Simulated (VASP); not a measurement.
Wanted: the native input for a VASP 6.6.1 run.

- Task: single point
- Functional: PBE
- Potentials or basis: VASP PAW PBE potentials, release 64 (Ge_d)
- Cutoff: 520 eV
- k mesh: 16 × 14 × 10
- Occupations: gaussian, width 0.1 eV
- Spin: no spin polarisation
- Dipole correction: no
- Further INCAR settings: ALGO = Normal; EDIFF = 1e-06; NBANDS = 21

The structure of Ge lies in POSCAR:

```
Ge
1.0
   -2.5015471566      2.4561677770      1.1777675380
    2.5839129587     -2.6286014171      1.6389359714
    2.5721131297      2.6950422218     -1.4958710980
Ge
2
Direct
    0.1960359187      0.9684349837      0.2615807316
    0.8039640813      0.0315650163      0.7384192684
```

This cell differs from its parent crystal: strained and its atoms moved.

The input as run:

INCAR

```
  ALGO = Normal
  EDIFF = 1E-6
  ENCUT = 520
  GGA = PE
  ISIF = 2
  ISMEAR = 0
  LASPH = T
  LCHARG = T
  LELF = T
  LREAL = F
  LVHAR = T
  LWAVE = F
  NBANDS = 21
  NELM = 100
  PREC = Accurate
  SIGMA = 0.1
```

KPOINTS

```
k-points
0
Gamma
  16 14 10
```

Potentials or basis: VASP PAW PBE potentials, release 64 (Ge_d).

Run with:

```console
$ cat potpaw_PBE.64/Ge_d/POTCAR > POTCAR
$ mpirun -np 1 vasp_std > vasp.out
```

It gave:

| Item | Value |
| --- | --- |
| Pressure | 4.5 GPa |
| Largest force | 0.405 eV/Å |
| Band gap on the k mesh | zero (bands 14 and 15 overlap by 5.64 eV) |

Caveat: the cell differs from its parent crystal (strained and its atoms moved); the cell stands under pressure.

Wall time 5.1 min on 1 thread of Intel(R) Xeon(R) 6975P-C (Granite Rapids), on a shared host, peak memory 0.72 GiB.
